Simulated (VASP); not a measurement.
# H3CCl in VASP: notebook

Runs on H3CCl. Level: PBE+D3(BJ). Tasks: single point, relaxation of the atoms.

Everything below comes from runs of VASP 6.6.1. Logs are shortened: lines on timing, memory, paths and dates and some standing lists are left out, and cuts for length are marked.

### 1 The cell of the first run

The cell holds an amorphous packing of atoms, 40 atoms: a = 9.283 Å, b = 7.846 Å, c = 9.162 Å, α = 90.28°, β = 89.14°, γ = 83.72°.

### 2 Single point, PBE+D3(BJ)

INCAR

```
SYSTEM = H3CCl
PREC = Accurate
ENCUT = 520
EDIFF = 1E-6
ISMEAR = -1
SIGMA = 0.02
LREAL = Auto
LASPH = .True.
NELM = 80
ALGO = Normal
ISIF = 2
LWAVE = .False.
LCHARG = .False.
GGA = PE
IVDW = 12
NBANDS = 82
```

KPOINTS

```
Automatic mesh
0
Gamma
  1 1 1
  0 0 0
```

POSCAR

```
H3CCl
1.0
    9.2706460000      0.4661660000      0.0699970000
    0.4661660000      7.8325180000     -0.0223340000
    0.0699970000     -0.0223340000      9.1612810000
C Cl H
8 8 24
Direct
    0.3879693692      0.8973778639      0.1292379685
    0.6470549101      0.4348603530      0.4695326198
   -0.0230526763      0.8994288623      0.6647434417
    0.8643031012      0.9299582609      0.1891079494
   -0.0623494207      0.4056535348      1.0174367688
    0.5317647494      0.8427434120      0.7205869893
    0.1373513484      0.2403031498      0.4077762431
    0.3871087724      0.3458770338      0.0602239321
    0.3751544373      0.8302546026      0.3120069367
    0.4682030723      0.3726208942      0.4979051843
    0.0817492862      0.9572703367      0.8169553440
    0.9863923493      0.7747496900      0.2849229004
   -0.2463915139      0.5044717437      0.9906271338
    0.5569640855      1.0679419472      0.7706744941
    0.1078826178      0.3695524958      0.5783909615
    0.3364560442      0.5299832396     -0.0560745018
    0.2777867420      0.9238286756      0.0940030713
    0.4398907711      1.0169207906      0.1124974635
    0.4396451690      0.7850769545      0.0661326801
    0.6355596218      0.5763677970      0.4695724683
    0.7168573722      0.3750503260      0.5490715227
    0.6788656370      0.3910085438      0.3557596614
    0.0545680369      0.8596101035      0.5842828021
   -0.0751464275      0.7961714515      0.7072855551
   -0.0887156502      1.0027628827      0.6314188524
    0.9193345359      0.9615921850      0.0873377359
    0.7559314148      0.8754079415      0.1763223320
    0.8386028116      1.0386337564      0.2662179192
   -0.0666639134      0.2690388647      1.0600564471
   -0.0006650084      0.4041178131      0.9111686582
   -0.0175163451      0.4951404940      1.0939064700
    0.4327995870      0.8034898214      0.7658700207
    0.5212567746      0.8531946911      0.6069204558
    0.6327091850      0.7655264686      0.7588141356
    0.1181749196      0.3284596564      0.3203770224
    0.2537264696      0.1891032596      0.4134207149
    0.0632069254      0.1468519035      0.4067832321
    0.3163752604      0.2506022561      0.0282112984
    0.5003535545      0.3013779064      0.0401044053
    0.3614026315      0.3819911991      0.1713334949
```

Potentials or basis: VASP PAW PBE potentials, release 64 (C, Cl, H).

Started as:

```
$ cat potpaw_PBE.64/C/POTCAR potpaw_PBE.64/Cl/POTCAR potpaw_PBE.64/H/POTCAR > POTCAR
$ mpirun -np 1 vasp_gam > vasp.out
```

OUTCAR:

```text
SYSTEM = H3CCl
   PREC = Accurate
   ENCUT = 520
   EDIFF = 1E-6
   ISMEAR = -1
   LREAL = Auto
   LASPH = .True.
   NELM = 80
   ISIF = 2
   GGA = PE
   IVDW = 12
 IVDW          = 12

 ion  position               nearest neighbor table
   1  0.388  0.897  0.129-  17 1.08  18 1.11  19 1.11   9 1.76
   2  0.647  0.435  0.470-  21 1.06  20 1.10  22 1.12  10 1.80
   3  0.977  0.899  0.665-  25 1.01  23 1.05  24 1.06  11 1.80
   4  0.864  0.930  0.189-  26 1.10  28 1.11  27 1.14  12 1.81
   5  0.938  0.406  0.017-  31 1.11  30 1.12  29 1.15  13 1.82
   6  0.532  0.843  0.721-  33 1.05  32 1.08  34 1.12  14 1.86
   7  0.137  0.240  0.408-  37 1.06  35 1.06  36 1.11  15 1.86
   8  0.387  0.346  0.060-  40 1.07  39 1.08  38 1.09  16 1.82
   9  0.375  0.830  0.312-   1 1.76
  10  0.468  0.373  0.498-   2 1.80
  11  0.082  0.957  0.817-   3 1.80
  12  0.986  0.775  0.285-   4 1.81
  13  0.754  0.504  0.991-   5 1.82
  14  0.557  0.068  0.771-   6 1.86
[... 24 lines left out ...]
  39  0.500  0.301  0.040-   8 1.08
  40  0.361  0.382  0.171-   8 1.07

  LATTYP: Found a triclinic cell.
 ALAT       =    11.4800058742
 B/A-ratio  =     0.6834848301
 C/A-ratio  =     0.7980462490
 COS(alpha) =     0.0048258605
 COS(beta)  =     0.0154663981
 COS(gamma) =     0.5949898185

  Lattice vectors:

 A1 = (  -8.8044800000,   7.3663520000,  -0.0923310000)
 A2 = (   0.4661660000,   7.8325180000,  -0.0223340000)
 A3 = (  -0.0699970000,   0.0223340000,  -9.1612810000)

Analysis of symmetry for initial positions (statically):
=====================================================================
 Subroutine PRICEL returns:
 Original cell was already a primitive cell.

 Routine SETGRP: Setting up the symmetry group for a
 triclinic supercell.

 Subroutine GETGRP returns: Found  1 space group operations
 (whereof  1 operations were pure point group operations)
 out of a pool of  2 trial point group operations.

The static configuration has the point symmetry C_1 .

Analysis of symmetry for dynamics (positions and initial velocities):
=====================================================================
 Subroutine PRICEL returns:
 Original cell was already a primitive cell.

 Routine SETGRP: Setting up the symmetry group for a
 triclinic supercell.

 Subroutine GETGRP returns: Found  1 space group operations
 (whereof  1 operations were pure point group operations)
 out of a pool of  2 trial point group operations.

[... 156 lines left out ...]
   IBRION =     -1    ionic relax: 0-MD 1-quasi-New 2-CG
   NFREE  =      0    steps in history (QN), initial steepest desc. (CG)
   ISIF   =      2    stress and relaxation
   ISYM   =      2    0-nonsym 1-usesym 2-fastsym
   POTIM  = 0.5000    time-step for ionic-motion
   TEBEG  =    0.0;   TEEND  =   0.0 temperature during run
   PSTRESS=    0.0 pullay stress
   NELECT =     112.0000    total number of electrons
   NUPDOWN=      -1.0000    fix difference up-down
   EMIN   =  10.00;   EMAX   =-10.00  energy-range for DOS
   EFERMI =   0.00;   METHOD = LEGACY
   ISMEAR =    -1;   SIGMA  =   0.02  broadening in eV -4-tet -1-fermi 0-gaus
   EFERMI_NEDOS =   21; number of points for ismear=-14 and -15
   IALGO  =     38    algorithm
   IMIX   =      4    mixing-type and parameters
     AMIX     =   0.40;   BMIX     =  1.00
     AMIX_MAG =   1.60;   BMIX_MAG =  1.00
  volume/ion in A,a.u.               =      16.58       111.89
  Fermi-wavevector in a.u.,A,eV,Ry     =   0.904903  1.710018 11.141117  0.818849
  Thomas-Fermi vector in A             =   2.028406
   LORBIT       =      0    0 simple, 1 ext, 2 COOP (PROOUT), +10 PAW based schemes
   GGA     = PE    functional components
   LHFCALC =     F    Hartree Fock is set to
   AEXX    =    0.0000 exact exchange contribution
   IVDW    =    12    specifies the selected vdW correction
   LEPSILON=     F    determine dielectric tensor
   LRPA    =     F    only Hartree local field effects (RPA)
 non-spin polarized calculation
  energy-cutoff  :      520.00
  volume of cell :      663.19
 maximum number of plane-waves:      8933
 NGX is ok and might be reduce to    70
   NGX = 35   NGY = 29   NGZ = 35

 number of electron     111.9999999 magnetization

 Free energy of the ion-electron system (eV)
  ---------------------------------------------------
  ext. energy  EPLUGINS =         0.00000000
  ---------------------------------------------------
  free energy    TOTEN  =      -178.96533210 eV

  energy without entropy =     -178.96533210  energy(sigma->0) =     -178.96533210

 E-fermi :  -2.4729     XC(G=0):  -6.2726

 val. band max:       -2.9904100933   @ k =   0.0000   0.0000   0.0000
 cond. band min:       2.2072127523   @ k =   0.0000   0.0000   0.0000
 fundamental gap:      5.1976228456
 Fermi energy:        -2.4728888769

 k-point     1 :       0.0000    0.0000    0.0000
  band No.  band energies     occupation
      1     -17.8434      2.00000
      2     -17.7866      2.00000
      3     -17.7429      2.00000
      4     -17.6418      2.00000
      5     -17.5045      2.00000
      6     -17.4803      2.00000
[... 60 lines left out ...]
     67       4.1949      0.00000
     68       4.2636      0.00000
 [bands above 68 left out]

------------------------ aborting loop because EDIFF is reached ----------------------------------------

 Edisp (eV)   -1.86293

 E8    (eV) :    -0.4825

  FORCE on cell =-STRESS in cart. coord.  units (eV):
  Direction    XX          YY          ZZ          XY          YZ          ZX
  --------------------------------------------------------------------------------------
  -------------------------------------------------------------------------------------
  Total      -1.67340    -2.95697     0.94231    -0.58077    -0.74222     0.75753
  in kB      -4.04272    -7.14365     2.27649    -1.40307    -1.79311     1.83010
  external pressure =       -2.97 kB  Pullay stress =        0.00 kB

 VOLUME and BASIS-vectors are now :
 -----------------------------------------------------------------------------
  energy-cutoff  :      520.00
  volume of cell :      663.19
      direct lattice vectors                 reciprocal lattice vectors
     9.270646000  0.466166000  0.069997000     0.108197637 -0.006441974 -0.000842391
     0.466166000  7.832518000 -0.022334000    -0.006441974  0.128057299  0.000361407
     0.069997000 -0.022334000  9.161281000    -0.000842391  0.000361407  0.109162358

 POSITION                                       TOTAL-FORCE (eV/Angst)
 -----------------------------------------------------------------------------------
      4.02410      7.20670      1.19110         0.349967     -0.138470     -0.656652
      6.23420      3.69720      4.33710        -1.034613      0.461610     -2.101336
      9.52275      7.48537      6.13820         1.868744     -1.402772      2.057767
      8.45940      7.68260      1.77220        -1.217243     -0.461953      0.817224
      8.88295      3.61400      0.21632         0.080564     -0.455212     -0.087212
      5.37310      6.83260      6.61990         1.437997      0.930845      1.397451
[... 32 lines left out ...]
      4.78190      2.59290      0.39570         0.273507     -0.006607     -0.011689
      3.54050      3.15660      1.58640         0.140029      0.398045      0.755686
 -----------------------------------------------------------------------------------
    total drift:                                0.022443     -0.003676      0.009070

  FREE ENERGIE OF THE ION-ELECTRON SYSTEM (eV)
  ---------------------------------------------------
  free  energy   TOTEN  =      -180.8282628649 eV

  energy  without entropy=     -180.8282628649  energy(sigma->0) =     -180.82826286
```

stdout:

```text
POSCAR found type information on POSCAR C ClH
 POSCAR found :  3 types and      40 ions
 scaLAPACK will be used
 LDA part: xc-table for (Slater+PW92), standard interpolation
 POSCAR, INCAR and KPOINTS ok, starting setup
 FFT: planning ... GRIDC
 FFT: planning ... GRID_SOFT
 FFT: planning ... GRID
 WAVECAR not read
 entering main loop
```

Wall time 72 s (1 thread of AMD EPYC 9R14 (Zen 4), shared host); peak memory 0.51 GiB.

Results:

```yaml
Free_energy: -180.8283 eV
Pressure: -0.3 GPa
Largest_force: 3.379 eV/Å
Band_gap_on_the_k_mesh: 5.20 eV
Dispersion_energy_per_atom: -0.047 eV
```

Forces in eV/Å, atoms in the order of the input:
```
C    0.350 -0.138 -0.657
C   -1.035  0.462 -2.101
C    1.869 -1.403  2.058
C   -1.217 -0.462  0.817
C    0.081 -0.455 -0.087
C    1.438  0.931  1.397
C    1.511  0.921  1.641
C   -0.708  0.321 -0.951
Cl   0.321  0.068  0.555
Cl   0.074  0.144  0.120
Cl   0.174  0.347  0.273
Cl  -0.224  0.138 -0.263
Cl   0.249 -0.307 -0.092
Cl  -0.314 -0.958  0.151
Cl  -0.185 -0.471 -0.784
Cl   0.177 -0.517  0.389
H   -0.652  0.018 -0.369
H    0.130 -0.609  0.396
H   -0.020  0.665  0.144
H    0.246 -0.330  0.247
H    0.745 -0.322  0.869
H    0.090  0.196  0.768
H    0.966 -0.664 -1.349
H   -0.893 -0.857 -0.054
H   -2.073  2.546 -0.801
H   -0.380 -0.028  0.112
H    1.352  0.326 -0.302
H    0.345 -0.008 -0.442
H    0.169  1.492 -0.431
H   -0.516 -0.119  0.621
H    0.041 -0.586 -0.061
H   -0.327  0.037  0.570
H    0.105 -0.286 -1.642
H   -0.854  0.191 -0.407
H   -0.094  0.649 -0.770
H   -0.764 -0.121 -0.253
H   -0.643 -0.972  0.129
H    0.054 -0.231 -0.184
H    0.274 -0.007 -0.012
H    0.140  0.398  0.756
```

Caveat: the k points lie up to 0.81 Å⁻¹ apart.

### 3 Relaxation of the atoms, PBE+D3(BJ)

This run uses another cell than the first one, of 14.72 Å³/atom, 0.888 times its volume.

INCAR

```
ALGO     = Normal         # electronic algorithm
EDIFF    = 1E-6           # SCF threshold, eV
EDIFFG   = -0.3           # ionic threshold
ENCUT    = 520            # plane-wave cutoff, eV
GGA      = PE             # functional
IBRION   = 2              # ionic algorithm
ISIF     = 2              # what is computed and relaxed
ISMEAR   = -1             # smearing method
IVDW     = 12             # dispersion correction
LASPH    = True           # aspherical terms in the spheres
LCHARG   = False          # write CHGCAR
LREAL    = Auto         
LWAVE    = False          # write WAVECAR
NELM     = 80             # most SCF steps
NSW      = 35             # ionic steps
PREC     = Accurate       # precision mode
SIGMA    = 0.02           # smearing width, eV
```

KPOINTS

```
k-points
0
Gamma
  1 1 1
```

POSCAR

```
H3CCl
1.0
    8.3815160000      0.0000000000      0.0000000000
    0.0000000000      8.3815160000      0.0000000000
    0.0000000000      0.0000000000      8.3815160000
C Cl H
8 8 24
Direct
    0.3452301000      0.9525044000      0.1401638000
    0.6449728000      0.3364631000      0.4393106000
    0.1192445000      0.8460274000      0.5958059000
    0.7815632000      0.8940750000      0.0805554000
    0.0210458000      0.3541634000      0.9878956000
    0.5419618000      0.9604827000      0.7653637000
    0.0994536000      0.3721755000      0.4123218000
    0.3850591000      0.3509527000      0.1215107000
    0.4480364000      0.8123602000      0.2616450000
    0.4641054000      0.3625584000      0.5468896000
    0.1185795000      0.9567230000      0.7766740000
    0.8944276000      0.8413123000      0.2521506000
   -0.1587352000      0.4658156000      0.9744884000
    0.6017852000      1.1303779000      0.8772743000
    0.0815155000      0.3912965000      0.6227495000
    0.3575620000      0.4746737000     -0.0485017000
    0.2425534000      0.9975936000      0.2055778000
    0.4257594000      1.0501033000      0.1111121000
    0.3061410000      0.8932931000      0.0314413000
    0.7365292000      0.4119830000      0.4919290000
    0.6806333000      0.2118392000      0.4465024000
    0.6254894000      0.3700235000      0.3154211000
    0.1499432000      0.9255497000      0.4978860000
    0.2071004000      0.7508884000      0.6049930000
    0.0010858000      0.7957084000      0.5768047000
    0.8593222000      0.9545058000     -0.0040388000
    0.7331906000      0.7860886000      0.0271369000
    0.6849491000      0.9730589000      0.1163574000
    0.0224724000      0.2900505000      1.1007762000
    0.0259145000      0.2701658000      0.8890259000
    0.1218371000      0.4357681000      0.9818708000
    0.4149568000      0.9406614000      0.7835675000
    0.5659576000      0.9822881000      0.6396528000
    0.6093371000      0.8573006000      0.8062114000
    0.0951009000      0.4903664000      0.3587820000
    0.2127241000      0.3150483000      0.3847397000
    0.0012206000      0.2997225000      0.3681024000
    0.3011365000      0.2520735000      0.1156431000
    0.5068288000      0.3059343000      0.1215707000
    0.3635908000      0.4211557000      0.2285862000
```

Potentials or basis: VASP PAW PBE potentials, release 64 (C, Cl, H).

Started as:

```
$ cat potpaw_PBE.64/C/POTCAR potpaw_PBE.64/Cl/POTCAR potpaw_PBE.64/H/POTCAR > POTCAR
$ mpirun -np 1 vasp_gam > vasp.out
```

Run time: 6.9 min. Hardware: 1 thread of AMD EPYC 9R14 (Zen 4), shared host; peak memory 0.59 GiB.

It converged, with:

```yaml
Free_energy: -181.6626 eV
Energy_gained_by_relaxing: 16.9 meV/atom
Ionic_steps: 12
Pressure_after_relaxing: -0.2 GPa
Largest_force_after_relaxing: 0.277 eV/Å
Band_gap_on_the_k_mesh: 5.29 eV
Dispersion_energy_per_atom: -0.055 eV
```

Forces on the atoms (eV/Å):
```
C   -0.022 -0.054  0.059
C    0.074  0.009  0.007
C   -0.016 -0.015 -0.005
C   -0.006 -0.007  0.027
C   -0.155 -0.091  0.038
C   -0.005 -0.109 -0.099
C   -0.026 -0.016 -0.148
C   -0.080  0.020 -0.066
Cl  -0.068  0.057 -0.060
Cl   0.139  0.075 -0.190
Cl   0.031 -0.111 -0.150
Cl   0.018  0.041 -0.068
Cl   0.000  0.085  0.019
Cl   0.051 -0.272  0.000
Cl  -0.038  0.046 -0.213
Cl  -0.132 -0.030  0.072
H    0.040 -0.001 -0.054
H   -0.077 -0.103  0.039
H    0.066 -0.071  0.127
H   -0.069 -0.031  0.050
H   -0.095  0.079  0.074
H    0.110  0.039  0.065
H   -0.027 -0.019  0.092
H   -0.040  0.090  0.126
H    0.054  0.026  0.021
H   -0.006 -0.023  0.068
H    0.013  0.017  0.073
H    0.081 -0.068 -0.022
H    0.159  0.093  0.029
H    0.068  0.138 -0.008
H   -0.116 -0.124  0.008
H    0.058  0.150 -0.035
H   -0.046 -0.050  0.034
H    0.059  0.055 -0.032
H   -0.036 -0.004  0.109
H   -0.081 -0.016  0.063
H   -0.043 -0.033  0.089
H    0.143  0.040 -0.069
H   -0.156  0.140 -0.064
H    0.176  0.044 -0.006
```

Stress tensor (GPa, compression positive):
```
-0.11 -0.15  0.30
-0.15 -0.52 -0.02
 0.30 -0.02  0.00
```

The path:
| step | energy change (eV) | largest force (eV/Å) | pressure (GPa) |
| --- | --- | --- | --- |
| 1 | 0.0000 | 1.2322 | 1.25 |
| 2 | -0.1343 | 0.8061 | 0.45 |
| 3 | -0.1576 | 0.7312 | -0.05 |
| 4 | -0.2287 | 0.5911 | -0.10 |
| 5 | -0.2724 | 0.6127 | -0.15 |
| 6 | -0.3338 | 0.4099 | 0.12 |
| 7 | -0.3606 | 0.7286 | 0.48 |
| 8 | -0.4176 | 0.4949 | 0.60 |
| 9 | -0.4904 | 0.6049 | 1.00 |
| 10 | -0.5621 | 0.4204 | 0.72 |
| 11 | -0.6321 | 1.1813 | 0.01 |
| 12 | -0.6743 | 0.2769 | -0.21 |

Final structure:
```xyz
40
Lattice="8.3815 0.0000 0.0000 0.0000 8.3815 0.0000 0.0000 0.0000 8.3815" Properties=species:S:1:pos:R:3 pbc="T T T"
C     2.8474    7.8885    1.2307
C     5.4853    2.8348    3.7060
C     0.9887    7.0775    4.9961
C     6.6385    7.4616    0.7286
C     0.0204    2.9548    8.3278
C     4.5625    8.0564    6.3158
C     0.7473    3.1113    3.4219
C     3.3502    3.0720    0.9749
Cl    3.6097    6.7225    2.3585
Cl    3.9205    3.1195    4.5296
Cl    0.8868    8.0382    6.5085
Cl    7.6182    7.0296    2.1611
Cl    6.8336    3.8065    8.2402
Cl    5.1354    1.2117    7.0230
Cl    0.5459    3.3324    5.1836
Cl    3.4999    4.1634    7.9504
H     1.9695    8.3120    1.7350
H     3.5798    0.2854    0.9811
H     2.5287    7.3650    0.3211
H     6.2570    3.4366    4.2020
H     5.7454    1.7691    3.7694
H     5.3771    3.1348    2.6599
H     1.2652    7.7518    4.1791
H     1.7407    6.2867    5.1028
H     0.0035    6.6338    4.8167
H     7.2791    7.9607    8.3758
H     6.2308    6.5370    0.3080
H     5.8357    8.1278    1.0592
H     0.0304    2.4036    0.8942
H     0.0588    2.2309    7.5031
H     0.8347    3.6921    8.2612
H     3.5007    7.9184    6.5470
H     4.7110    8.1097    5.2309
H     5.1365    7.2239    6.7355
H     0.7455    4.0872    2.9204
H     1.7073    2.6113    3.2538
H     8.2988    2.5019    3.0516
H     2.5228    2.3760    0.7905
H     4.2925    2.5163    1.0812
H     3.1232    3.6716    1.8626
```

Levels at points of the mesh, in eV from the valence-band top:
| k point | band 54 | band 55 | band 56 | band 57 | band 58 | band 59 |
| --- | --- | --- | --- | --- | --- | --- |
| (0.00, 0.00, 0.00) | -0.36 | -0.27 | 0.00 | 5.29 | 5.41 | 5.67 |

Caveat: the k points lie up to 0.75 Å⁻¹ apart; the relaxation stopped at a loose force limit of 0.3 eV/Å, so its end isn't a converged minimum.
